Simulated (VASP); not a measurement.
Write the native input for VASP 6.6.1 that does the following.

- Task: single point
- Functional: PBEsol
- Potentials or basis: VASP PAW PBE potentials, release 64 (Ba_sv, H)
- Cutoff: 520 eV
- k mesh: 2 × 2 × 2
- Occupations: fermi-dirac, width 0.05 eV
- Spin: no spin polarisation
- Dipole correction: no
- Further INCAR settings: LREAL = Auto; ALGO = Normal; EDIFF = 1e-06; NBANDS = 94

The structure of Ba16H (a cell with a defect) lies in POSCAR:

```
Ba16H
1.0
   10.0400000000      0.0000000000      0.0000000000
    0.0000000000     10.0400000000      0.0000000000
    0.0000000000      0.0000000000     10.0400000000
Ba H
16 1
Direct
   -0.0108031511      0.0152499212      0.0000877284
    0.5105344754      0.0152675812      0.0000876568
    0.0251176975      0.4944537227      0.0001121266
   -0.0102369446     -0.0082270729      0.5000452268
    0.2498498109      0.2348760900      0.2606214822
    0.4744473861      0.4944965034      0.0001146822
    0.5099959595     -0.0081915913      0.5000438415
    0.7498980272      0.2582095666      0.2603738234
    0.0103632281      0.5060465635      0.5000706281
    0.2498265852      0.7550877908      0.2240301771
    0.2498499492      0.2348690398      0.7395249529
    0.4893629721      0.5060429364      0.5000746873
    0.7498490725      0.7440550242      0.2396071864
    0.7498988256      0.2581850897      0.7397506820
    0.2498232618      0.7550478782      0.7762267903
    0.7498452881      0.7440554037      0.7605419901
    0.2498038565      0.6244045529      0.0001237380
```

These files were run (other wordings do the same):

INCAR

```
SYSTEM = Ba16H
PREC     = Accurate       ! precision mode
ENCUT    = 520            ! plane-wave cutoff, eV
EDIFF    = 1E-6           ! SCF threshold, eV
ISMEAR   = -1             ! smearing method
SIGMA    = 0.05           ! smearing width, eV
LREAL    = Auto         
LASPH    = .True.         ! aspherical terms in the spheres
NELM     = 100            ! most SCF steps
ALGO     = Normal         ! electronic algorithm
ISIF     = 2              ! what is computed and relaxed
LWAVE    = .False.        ! write WAVECAR
LCHARG   = .False.        ! write CHGCAR
GGA      = PS             ! functional
NBANDS   = 94             ! bands
```

KPOINTS

```
regular mesh
0
Gamma
  2 2 2
  0 0 0
```

Potentials or basis: VASP PAW PBE potentials, release 64 (Ba_sv, H).

Launch:

```sh
$ cat potpaw_PBE.64/Ba_sv/POTCAR potpaw_PBE.64/H/POTCAR > POTCAR
$ mpirun -np 1 vasp_std > vasp.out
```

Results of the run:

```yaml
Pressure: -0.6 GPa
Largest_force: 0.081 eV/Å
Band_gap_on_the_k_mesh: zero (an odd number of electrons rules out a gap without spin polarisation)
```

Caveat: the PAW data sets were made with another functional, which shifts forces and pressure a little; spin-orbit coupling is left out, which moves the levels of the heavy elements.

It took 13 min on 1 thread of Intel(R) Xeon(R) Platinum 8488C (Sapphire Rapids) (shared host), peak memory 1.2 GiB.
